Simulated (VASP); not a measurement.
# Sr6Ir (Fm-3m) in VASP: single point with PBE

Aim: the single point of Sr6Ir with PBE.

Everything below comes from runs of VASP 6.6.1. Logs are shortened: lines on timing, memory, paths and dates and some standing lists are left out, and cuts for length are marked.

## 1. The cell of the first run

The structure is cubic, space group Fm-3m (No. 225). Conventional cell: a = 10.567 Å, b = 10.567 Å, c = 10.567 Å, α = 90.00°, β = 90.00°, γ = 90.00°. Within 4.9 Å of Sr (site symmetry mmm) lie 8 Sr at 3.74 Å and 2 Ir at 3.74 Å. Ir (site symmetry m-3m) has 12 Sr at 3.74 Å within 4.9 Å.

## 2. Single point, PBE

Input file INCAR:

```
  ALGO = Fast
  EDIFF = 1E-7
  ENCUT = 520
  GGA = PE
  ISIF = 2
  ISMEAR = 0
  LASPH = T
  LCHARG = F
  LREAL = F
  LWAVE = F
  NBANDS = 44
  NELM = 100
  PREC = Accurate
  SIGMA = 0.1
```

Input file KPOINTS:

```
k-points
0
Gamma
  6 6 6
```

Input file POSCAR:

```
Sr6Ir
1.0
    0.0000000000      5.2837304326      5.2837304326
    5.2837304326      0.0000000000      5.2837304326
    5.2837304326      5.2837304326      0.0000000000
Sr Ir
6 1
Direct
    0.5000000000      0.5000000000      0.0000000000
    0.5000000000      0.0000000000      0.5000000000
    0.0000000000      0.0000000000      0.5000000000
    0.0000000000      0.5000000000      0.0000000000
    0.0000000000      0.5000000000      0.5000000000
    0.5000000000      0.0000000000      0.0000000000
    0.0000000000      0.0000000000      0.0000000000
```

Potentials or basis: VASP PAW PBE potentials, release 64 (Sr_sv, Ir).

On the command line:

```bash
cat potpaw_PBE.64/Sr_sv/POTCAR potpaw_PBE.64/Ir/POTCAR > POTCAR
mpirun -np 1 vasp_std > vasp.out
```

OUTCAR:

```text
EDIFF = 1E-7
   ENCUT = 520
   GGA = PE
   ISIF = 2
   ISMEAR = 0
   LASPH = T
   LREAL = F
   NELM = 100
   PREC = Accurate

 ion  position               nearest neighbor table
   1  0.500  0.500  0.000-   4 3.74   6 3.74   2 3.74   5 3.74   2 3.74   6 3.74   7 3.74   4 3.74
                             5 3.74   7 3.74
   2  0.500  0.000  0.500-   3 3.74   6 3.74   1 3.74   6 3.74   7 3.74   1 3.74   5 3.74   3 3.74
                             5 3.74   7 3.74
   3  0.000  0.000  0.500-   2 3.74   5 3.74   7 3.74   4 3.74   6 3.74   7 3.74   4 3.74   5 3.74
                             2 3.74   6 3.74
   4  0.000  0.500  0.000-   1 3.74   5 3.74   7 3.74   3 3.74   5 3.74   3 3.74   6 3.74   7 3.74
                             1 3.74   6 3.74
   5  0.000  0.500  0.500-   3 3.74   4 3.74   1 3.74   4 3.74   7 3.74   2 3.74   3 3.74   7 3.74
                             1 3.74   2 3.74
   6  0.500  0.000  0.000-   1 3.74   2 3.74   7 3.74   2 3.74   3 3.74   1 3.74   4 3.74   3 3.74
                             4 3.74   7 3.74
   7  0.000  0.000  0.000-   3 3.74   4 3.74   6 3.74   2 3.74   3 3.74   5 3.74   1 3.74   4 3.74
                             5 3.74   1 3.74   2 3.74   6 3.74

  LATTYP: Found a face centered cubic cell.
 ALAT       =    10.5674608652

  Lattice vectors:

 A1 = (   0.0000000000,   5.2837304326,   5.2837304326)
 A2 = (   5.2837304326,   0.0000000000,   5.2837304326)
 A3 = (   5.2837304326,   5.2837304326,   0.0000000000)

Analysis of symmetry for initial positions (statically):
=====================================================================
 Subroutine PRICEL returns:
 Original cell was already a primitive cell.

 Routine SETGRP: Setting up the symmetry group for a
 face centered cubic supercell.

 Subroutine GETGRP returns: Found 48 space group operations
 (whereof 48 operations were pure point group operations)
 out of a pool of 48 trial point group operations.

The static configuration has the point symmetry O_h .

Analysis of symmetry for dynamics (positions and initial velocities):
=====================================================================
 Subroutine PRICEL returns:
 Original cell was already a primitive cell.

 Routine SETGRP: Setting up the symmetry group for a
 face centered cubic supercell.

 Subroutine GETGRP returns: Found 48 space group operations
 (whereof 48 operations were pure point group operations)
 out of a pool of 48 trial point group operations.

The dynamic configuration has the point symmetry O_h .

 Subroutine INISYM returns: Found 48 space group operations
 (whereof 48 operations are pure point group operations),
 and found     1 'primitive' translations

----------------------------------------------------------------------------------------

                                     Primitive cell

  volume of cell :     295.0203

  direct lattice vectors                    reciprocal lattice vectors
     0.000000000  5.283730433  5.283730433    -0.094630112  0.094630112  0.094630112
     5.283730433  0.000000000  5.283730433     0.094630112 -0.094630112  0.094630112
     5.283730433  5.283730433  0.000000000     0.094630112  0.094630112 -0.094630112

  length of vectors
     7.472323238  7.472323238  7.472323238     0.163904161  0.163904161  0.163904161

  position of ions in fractional coordinates (direct lattice)
     0.500000000  0.500000000  0.000000000
     0.500000000  0.000000000  0.500000000
     0.000000000  0.000000000  0.500000000
     0.000000000  0.500000000  0.000000000
     0.000000000  0.500000000  0.500000000
     0.500000000  0.000000000  0.000000000
     0.000000000  0.000000000  0.000000000

  ion indices of the primitive-cell ions
   primitive index   ion index
                 1           1
                 2           2
                 3           3
                 4           4
                 5           5
                 6           6
                 7           7

----------------------------------------------------------------------------------------

 KPOINTS: k-points

Automatic generation of k-mesh.
 Grid dimensions read from file:
 generate k-points for:    6    6    6

 Generating k-lattice:

  Cartesian coordinates                     Fractional coordinates (reciprocal lattice)
    -0.015771685  0.015771685  0.015771685     0.166666667  0.000000000  0.000000000
     0.015771685 -0.015771685  0.015771685     0.000000000  0.166666667  0.000000000
     0.015771685  0.015771685 -0.015771685     0.000000000  0.000000000  0.166666667

  Length of vectors
     0.027317360  0.027317360  0.027317360

  Shift w.r.t. Gamma in fractional coordinates (k-lattice)
     0.000000000  0.000000000  0.000000000

 Subroutine IBZKPT returns following result:
 ===========================================

 Found     16 irreducible k-points:

 Following reciprocal coordinates:
            Coordinates               Weight
  0.000000  0.000000  0.000000      1.000000
  0.166667  0.000000  0.000000      8.000000
  0.333333  0.000000  0.000000      8.000000
  0.500000  0.000000  0.000000      4.000000
  0.166667  0.166667  0.000000      6.000000
  0.333333  0.166667  0.000000     24.000000
[... 8 lines left out ...]
 -0.333333  0.333333  0.166667     24.000000
 -0.333333  0.500000  0.166667     12.000000
   k-points           NKPTS =     16   k-points in BZ     NKDIM =     16   number of bands    NBANDS=     44
   number of dos      NEDOS =    301   number of ions     NIONS =      7
   total plane-waves  NPLWV = 175616
   dimension x,y,z NGX =    56 NGY =   56 NGZ =   56
   dimension x,y,z NGXF=   112 NGYF=  112 NGZF=  112
   ions per type =               6   1
   NGX,Y,Z   is equivalent  to a cutoff of  12.46, 12.46, 12.46 a.u.
   NGXF,Y,Z  is equivalent  to a cutoff of  24.92, 24.92, 24.92 a.u.
 SYSTEM =  unknown system
   PREC   = accura    normal or accurate (medium, high low for compatibility)
   ISTART =      0    job   : 0-new  1-cont  2-samecut
   ICHARG =      2    charge: 1-file 2-atom 10-const
   ISPIN  =      1    spin polarized calculation?
   LNONCOLLINEAR =      F non collinear calculations
   LSORBIT =      F    spin-orbit coupling
   LASPH  =      T    aspherical Exc in radial PAW
   ENCUT  =  520.0 eV  38.22 Ry    6.18 a.u.  13.89 13.89 13.89*2*pi/ulx,y,z
   NELM   =    100;   NELMIN=  2; NELMDL= -5     # of ELM steps
   EDIFF  = 0.1E-06   stopping-criterion for ELM
   LREAL  =      F    real-space projection
   EDIFFG = 0.1E-05   stopping-criterion for IOM
   NSW    =      0    number of steps for IOM
   IBRION =     -1    ionic relax: 0-MD 1-quasi-New 2-CG
   NFREE  =      0    steps in history (QN), initial steepest desc. (CG)
   ISIF   =      2    stress and relaxation
   ISYM   =      2    0-nonsym 1-usesym 2-fastsym
   POTIM  = 0.5000    time-step for ionic-motion
   TEBEG  =    0.0;   TEEND  =   0.0 temperature during run
   PSTRESS=    0.0 pullay stress
   NELECT =      69.0000    total number of electrons
   NUPDOWN=      -1.0000    fix difference up-down
   EMIN   =  10.00;   EMAX   =-10.00  energy-range for DOS
   EFERMI =   0.00;   METHOD = LEGACY
   ISMEAR =     0;   SIGMA  =   0.10  broadening in eV -4-tet -1-fermi 0-gaus
   EFERMI_NEDOS =   21; number of points for ismear=-14 and -15
   IALGO  =     68    algorithm
   IMIX   =      4    mixing-type and parameters
     AMIX     =   0.40;   BMIX     =  1.00
     AMIX_MAG =   1.60;   BMIX_MAG =  1.00
  volume/ion in A,a.u.               =      42.15       284.41
  Fermi-wavevector in a.u.,A,eV,Ry     =   1.008650  1.906072 13.842228  1.017375
  Thomas-Fermi vector in A             =   2.141530
   LORBIT       =      0    0 simple, 1 ext, 2 COOP (PROOUT), +10 PAW based schemes
   GGA     = PE    functional components
   LHFCALC =     F    Hartree Fock is set to
   AEXX    =    0.0000 exact exchange contribution
   IVDW    =     0    specifies the selected vdW correction
   LEPSILON=     F    determine dielectric tensor
   LRPA    =     F    only Hartree local field effects (RPA)
 non-spin polarized calculation
 RMM-DIIS sequential band-by-band and
 Gauss-broadening in eV      SIGMA  =   0.10
  energy-cutoff  :      520.00
  volume of cell :      295.02
 maximum number of plane-waves:      7992
   NGX = 27   NGY = 27   NGZ = 27

 number of electron      69.0000000 magnetization

 Free energy of the ion-electron system (eV)
  ---------------------------------------------------
  ext. energy  EPLUGINS =         0.00000000
  ---------------------------------------------------
  free energy    TOTEN  =       -16.02318254 eV

  energy without entropy =      -15.96007304  energy(sigma->0) =      -15.99162779

 E-fermi :   2.1381     XC(G=0):  -8.1445

 val. band max:        2.1279567213   @ k =   0.3333   0.3333   0.0000
 cond. band min:       2.1515255100   @ k =  -0.3333   0.5000   0.1667
 fundamental gap:      0.0235687887
 Fermi energy:         2.1381064635

 k-point     1 :       0.0000    0.0000    0.0000
  band No.  band energies     occupation
      1     -34.0795      2.00000
      2     -34.0258      2.00000
      3     -34.0258      2.00000
      4     -34.0258      2.00000
      5     -33.9997      2.00000
      6     -33.9997      2.00000
[... 36 lines left out ...]
     43       3.3223      0.00000
     44       3.3223      0.00000

 k-point     2 :       0.1667    0.0000    0.0000
  band No.  band energies     occupation
      1     -34.0759      2.00000
      2     -34.0294      2.00000
      3     -34.0240      2.00000
      4     -34.0240      2.00000
      5     -34.0014      2.00000
      6     -34.0014      2.00000
[... 36 lines left out ...]
     43       3.4852      0.00000
     44       3.4983      0.00000

 k-point     3 :       0.3333    0.0000    0.0000
  band No.  band energies     occupation
      1     -34.0661      2.00000
      2     -34.0393      2.00000
      3     -34.0193      2.00000
      4     -34.0193      2.00000
      5     -34.0062      2.00000
      6     -34.0062      2.00000
[... 36 lines left out ...]
     43       3.6971      0.00000
     44       3.7031      0.00000

 k-point     4 :       0.5000    0.0000    0.0000
  band No.  band energies     occupation
      1     -34.0528      2.00000
      2     -34.0527      2.00000
      3     -34.0128      2.00000
      4     -34.0128      2.00000
      5     -34.0128      2.00000
      6     -34.0128      2.00000
[... 506 lines left out ...]
     43       3.6367      0.00000
     44       3.8728      0.00000

 k-point    15 :      -0.3333    0.3333    0.1667
  band No.  band energies     occupation
      1     -34.0475      2.00000
      2     -34.0475      2.00000
      3     -34.0231      2.00000
      4     -34.0231      2.00000
      5     -34.0078      2.00000
      6     -34.0078      2.00000
[... 36 lines left out ...]
     43       3.5868      0.00000
     44       3.9061      0.00000

 k-point    16 :      -0.3333    0.5000    0.1667
  band No.  band energies     occupation
      1     -34.0493      2.00000
      2     -34.0394      2.00000
      3     -34.0262      2.00000
      4     -34.0261      2.00000
      5     -34.0127      2.00000
      6     -34.0030      2.00000
[... 36 lines left out ...]
     43       3.7870      0.00000
     44       3.8427      0.00000

------------------------ aborting loop because EDIFF is reached ----------------------------------------

  FORCE on cell =-STRESS in cart. coord.  units (eV):
  Direction    XX          YY          ZZ          XY          YZ          ZX
  --------------------------------------------------------------------------------------
  -------------------------------------------------------------------------------------
  Total        0.0698057      0.0698057      0.0698057     -0.0000000     -0.0000000      0.0000000
  in kB        0.3790965      0.3790965      0.3790965     -0.0000000     -0.0000000      0.0000000
  external PRESSURE =       0.3790965 kB  Pullay stress =       0.0000000 kB

 VOLUME and BASIS-vectors are now :
 -----------------------------------------------------------------------------
  energy-cutoff  :      520.00
  volume of cell :      295.02
      direct lattice vectors                 reciprocal lattice vectors
     0.000000000  5.283730433  5.283730433    -0.094630112  0.094630112  0.094630112
     5.283730433  0.000000000  5.283730433     0.094630112 -0.094630112  0.094630112
     5.283730433  5.283730433  0.000000000     0.094630112  0.094630112 -0.094630112

 POSITION                                       TOTAL-FORCE (eV/Angst)
 -----------------------------------------------------------------------------------
      2.64187      2.64187      5.28373        -0.000000      0.000000      0.000000
      2.64187      5.28373      2.64187        -0.000000      0.000000      0.000000
      2.64187      2.64187      0.00000         0.000000     -0.000000     -0.000000
      2.64187      0.00000      2.64187         0.000000     -0.000000      0.000000
      5.28373      2.64187      2.64187         0.000000      0.000000     -0.000000
      0.00000      2.64187      2.64187        -0.000000     -0.000000      0.000000
      0.00000      0.00000      0.00000        -0.000000     -0.000000      0.000000
 -----------------------------------------------------------------------------------
    total drift:                                0.000000      0.000000     -0.000000

  FREE ENERGIE OF THE ION-ELECTRON SYSTEM (eV)
  ---------------------------------------------------
  free  energy   TOTEN  =       -16.0231825388 eV

  energy  without entropy=      -15.9600730424  energy(sigma->0) =      -15.99162779
```

Run time: 11 min. Hardware: 1 thread of Intel Xeon Platinum 8375C at 2.90GHz (Ice Lake), shared host; peak memory 0.52 GiB.

Results:

```
Free energy            : -16.0232 eV
Pressure               : 0.0 GPa
Band gap on the k mesh : zero (an odd number of electrons rules out a gap without spin polarisation)
```

Levels at points of the mesh, in eV from the Fermi level:
```
           k point  band 31  band 32  band 33  band 34  band 35  band 36  band 37  band 38  band 39  band 40
(0.00, 0.00, 0.00)    -1.29    -0.83    -0.08    -0.08    -0.08     0.98     1.14     1.14     1.14     1.14
(0.50, 0.00, 0.00)    -0.95    -0.82    -0.32    -0.03    -0.03     0.40     0.52     0.76     0.76     1.10
(0.50, 0.50, 0.00)    -0.89    -0.84    -0.84    -0.37    -0.30    -0.13     1.05     1.05     1.09     1.15
```

Caveat: spin-orbit coupling is left out, which moves the levels of the heavy elements.
